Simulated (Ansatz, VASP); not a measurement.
**ZnS: VASP beside Ansatz**

INCAR

```
SYSTEM = ZnS
  ALGO = Normal
  EDIFF = 1E-7
  EDIFFG = -0.002
  ENCUT = 450
  GGA = PS
  GGA_COMPAT = .False.
  IBRION = 2
  ISIF = 2
  ISMEAR = 0
  LASPH = .True.
  LCHARG = .False.
  LREAL = .False.
  LWAVE = .False.
  NELM = 120
  NELMIN = 4
  NSW = 60
  PREC = Accurate
  SIGMA = 0.02
```

The input KPOINTS:

```
k-points
0
Gamma
  8 8 8
  0 0 0
```

File POSCAR:

```
ZnS
1.0
    0.0214272480      2.6730491932      2.6516219451
    2.6730491932      0.0214272480      2.6516219451
    2.6944764412      2.6944764412      0.0000000000
Zn S
1 1
Direct
    0.0000000000      0.0000000000      0.0000000000
    0.2500000000      0.2500000000      0.2500000000
```

Input for Ansatz:

```yaml
crystal:
  lattice:
    - [0.021427248, 2.6730491932, 2.6516219451]
    - [2.6730491932, 0.021427248, 2.6516219451]
    - [2.6944764412, 2.6944764412, 0.0]
  atoms:
    - { symbol: Zn, position: [0.0, 0.0, 0.0] }
    - { symbol: S, position: [0.25, 0.25, 0.25] }
basis:
  ecutwfc: 600.0
kpoints:
  mp_grid: { grid: [8, 8, 8] }
hamiltonian:
  xc: pbesol
  pseudopotentials: { kind: paw, azcp: { folder: soft_1 } }
scf:
  occupations: { method: gaussian, width: 0.02 }
output:
  forces: true
  stress: true
  eigenvalues: true
relax:
  adjacent_minimum: "off"
  f_tol: 0.002
  max_steps: 40
```

Change from the starting cell: strained cell.

Alike in both runs: task relaxation of the atoms; functional PBEsol; k mesh 8 × 8 × 8; occupations gaussian, width 0.02 eV; no spin polarisation.

```csv
,VASP,Ansatz
version,VASP 6.6.1,Ansatz 0.2.0
potentials or method,"VASP PAW PBE potentials, release 64 (Zn, S), cutoff 450 eV","scalar-relativistic, plane waves, PAW"
valence electrons in the cell,18,18
```

Ansatz gave:

| Quantity | Value |
| --- | --- |
| gap on the k mesh at the Fermi level, each at its own relaxed structure (eV) | 2.10 |

Estimate VASP's values.

gap on the k mesh at the Fermi level, each at its own relaxed structure (eV): 2.11.

VASP's potentials were made for PBE, not for PBEsol, and Ansatz warns of the same on its side. Ansatz's warnings: stress scf threshold loose.
